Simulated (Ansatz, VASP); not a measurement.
## HfSi: VASP beside Ansatz

File INCAR:

```
PREC = Accurate ; ENCUT = 520
EDIFF = 1E-6 ; ISMEAR = -1
SIGMA = 0.08 ; LREAL = False
LASPH = True ; NELM = 80
ALGO = Normal ; ISIF = 2
LWAVE = False ; LCHARG = False
NBANDS = 14
```

File KPOINTS:

```
Automatic mesh
0
Gamma
  12 12 12
```

POSCAR

```
HfSi
1.0
    0.0000000000      2.6929823203      2.6929823203
    2.6929823203      0.0000000000      2.6929823203
    2.6929823203      2.6929823203      0.0000000000
Hf Si
1 1
Direct
    0.0000000000      0.0000000000      0.0000000000
    0.2500000000      0.2500000000      0.2500000000
```

Input for Ansatz:

```yaml
crystal:
  lattice:
    - [0.0, 2.6929823203, 2.6929823203]
    - [2.6929823203, 0.0, 2.6929823203]
    - [2.6929823203, 2.6929823203, 0.0]
  atoms:
    - { symbol: Hf, position: [0.0, 0.0, 0.0] }
    - { symbol: Si, position: [0.25, 0.25, 0.25] }
kpoints:
  mp_grid: { grid: [12, 12, 12] }
scf:
  occupations: { method: fermi_dirac, width: 0.08 }
hamiltonian:
  xc: lda
  pseudopotentials: { kind: all_electron, lapw: { basis_error: 0.001 } }
output:
  forces: true
  stress: true
  eigenvalues: true
  populations: true
```

Change from the starting cell: volume scaled by 0.75, LAPW.

Alike in both runs: task single point; functional LDA; k mesh 12 × 12 × 12; occupations fermi-dirac, width 0.08 eV; no spin polarisation.

|  | VASP | Ansatz |
| --- | --- | --- |
| version | VASP 6.6.1 | Ansatz 0.2.0 |
| potentials or method | VASP PAW LDA potentials, release 64 (Hf_pv, Si), cutoff 520 eV | all-electron LAPW, scalar-relativistic |

Ansatz gave:

| Property | Result |
| --- | --- |
| pressure (GPa) | 32.4 |

Question: What did VASP give for the same quantities?

Answer: Pressure (GPa): 33.3.

LDA's correlation is that of Perdew and Zunger in VASP and of Perdew and Wang (1992) in Ansatz. Both programs put the cell under a high pressure, so it lies far from rest at this level. Ansatz ran all-electron here, and VASP with PAW potentials.

Neither program's run includes spin-orbit coupling.
